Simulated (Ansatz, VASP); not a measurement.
## Ca: VASP beside Ansatz

The input INCAR:

```
PREC = Accurate
ENCUT = 520
EDIFF = 1E-6
ISMEAR = 0
SIGMA = 0.1
LREAL = F
LASPH = T
NELM = 100
ALGO = Fast
ISIF = 2
LWAVE = F
LCHARG = T
GGA = CA
LELF = T
LVHAR = T
NBANDS = 11
```

Contents of KPOINTS:

```
regular mesh
0
Gamma
  14 14 14
```

File POSCAR:

```
Ca
1.0
    0.0000000000      2.5862097832      2.5862097832
    2.5862097832      0.0000000000      2.5862097832
    2.5862097832      2.5862097832      0.0000000000
Ca
1
Direct
    0.0000000000      0.0000000000      0.0000000000
```

Input for Ansatz:

```yaml
crystal:
  lattice:
    - [0.0, 2.5862097832, 2.5862097832]
    - [2.5862097832, 0.0, 2.5862097832]
    - [2.5862097832, 2.5862097832, 0.0]
  atoms:
    - { symbol: Ca, position: [0.0, 0.0, 0.0] }
basis:
  ecutwfc: 420
kpoints:
  mp_grid: { grid: [14, 14, 14] }
hamiltonian:
  xc: lda
  pseudopotentials: { kind: paw, azcp: { folder: soft_1 } }
scf:
  occupations: { method: gaussian, width: 0.1 }
output:
  forces: true
  stress: true
  eigenvalues: true
```

Alike in both runs: task single point; functional LDA; k mesh 14 × 14 × 14; occupations gaussian, width 0.1 eV; no spin polarisation.

|  | VASP | Ansatz |
| --- | --- | --- |
| version | VASP 6.6.1 | Ansatz 0.2.0 |
| potentials or method | VASP PAW LDA potentials, release 64 (Ca_sv), cutoff 520 eV | scalar-relativistic, plane waves, PAW |
| valence electrons in the cell | 10 | 10 |

```csv
,VASP,Ansatz,Ansatz less VASP
gap on the k mesh at the Fermi level (eV),none,none,-
pressure (GPa),2.1,2.1,-0.01
```

Ansatz warns that its potentials were made for another functional, while VASP's fit it. LDA's correlation is that of Perdew and Zunger in VASP and of Perdew and Wang (1992) in Ansatz. A gap of «none» marks a metal or a gap that the smearing closes.
